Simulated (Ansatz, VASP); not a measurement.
**Ti: VASP beside Ansatz**

File INCAR:

```
SYSTEM = Ti
  PREC = Accurate
  ENCUT = 520
  EDIFF = 1E-7
  ISMEAR = 0
  SIGMA = 0.15
  LREAL = .FALSE.
  LASPH = .TRUE.
  NELM = 100
  ALGO = Fast
  ISIF = 2
  LWAVE = .FALSE.
  LCHARG = .TRUE.
  GGA = PS
  LELF = .TRUE.
  LVHAR = .TRUE.
  NBANDS = 12
```

KPOINTS

```
Automatic mesh
0
G
  22 22 22
  0 0 0
```

POSCAR

```
Ti
1.0
   -1.5896847914      1.5896847914      1.7486532705
    1.5896847914     -1.5896847914      1.7486532705
    1.5896847914      1.5896847914     -1.7486532705
Ti
1
Direct
    0.0000000000      0.0000000000      0.0000000000
```

Input for Ansatz:

```yaml
crystal:
  lattice:
    - [-1.5896847914, 1.5896847914, 1.7486532705]
    - [1.5896847914, -1.5896847914, 1.7486532705]
    - [1.5896847914, 1.5896847914, -1.7486532705]
  atoms:
    - { symbol: Ti, position: [0.0, 0.0, 0.0] }
basis:
  ecutwfc: 420
kpoints:
  mp_grid: { grid: [22, 22, 22] }
hamiltonian:
  xc: pbesol
scf:
  occupations: { method: gaussian, width: 0.15 }
output:
  forces: true
  stress: true
  eigenvalues: true
```

Alike in both runs: task single point; functional PBEsol; k mesh 22 × 22 × 22; occupations gaussian, width 0.15 eV; no spin polarisation.

```csv
,VASP,Ansatz
version,VASP 6.6.1,Ansatz 0.2.0
potentials or method,"VASP PAW PBE potentials, release 64 (Ti_sv), cutoff 520 eV","scalar-relativistic, plane waves, PAW"
valence electrons in the cell,12,12
```

```csv
,VASP,Ansatz,Ansatz less VASP
gap on the k mesh at the Fermi level (eV),none,none,-
pressure (GPa),-6.6,-6.4,+0.19
"traceless stress, the component that is largest in VASP (GPa)",1.31,1.31,+0.004
```

VASP's potentials were made for PBE, not for PBEsol. A gap of «none» marks a metal or a gap that the smearing closes.
